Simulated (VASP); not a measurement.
Input of a VASP 6.6.1 run:

INCAR

```
PREC = Accurate ; ENCUT = 520
EDIFF = 1E-6 ; ISMEAR = 0
SIGMA = 0.1 ; LREAL = F
LASPH = T ; NELM = 80
ALGO = Normal ; ISIF = 2
LWAVE = F ; LCHARG = F
GGA = PE ; NBANDS = 29
```

Contents of KPOINTS:

```
Automatic mesh
0
Gamma
  6 6 4
```

Contents of POSCAR:

```
Hg2S3
1.0
    3.8907497848      0.0000000000      0.0000000000
   -1.9453748924      3.3694881534      0.0000000000
    0.0000000000      0.0000000000      8.3684652899
Hg S
2 3
Direct
    0.3333333333      0.6666666667      0.2006696283
    0.6666666667      0.3333333333      0.7993303717
    0.0000000000      0.0000000000      0.0000000000
    0.3333333333      0.6666666667      0.6407401750
    0.6666666667      0.3333333333      0.3592598250
```

Potentials or basis: VASP PAW PBE potentials, release 64 (Hg, S).

Run with:

```console
$ cat potpaw_PBE.64/Hg/POTCAR potpaw_PBE.64/S/POTCAR > POTCAR
$ mpirun -np 1 vasp_std > vasp.out
```

(1) What does it give for the band gap on the k mesh?

(2) What does it give for the largest force?

(3) Estimate the pressure.

Results:

(1) zero (bands 21 and 22 overlap by 1.03 eV).

(2) 0.042 eV/Å.

(3) 0.3 GPa.

Caveat: spin-orbit coupling is left out, which moves the levels of the heavy elements.
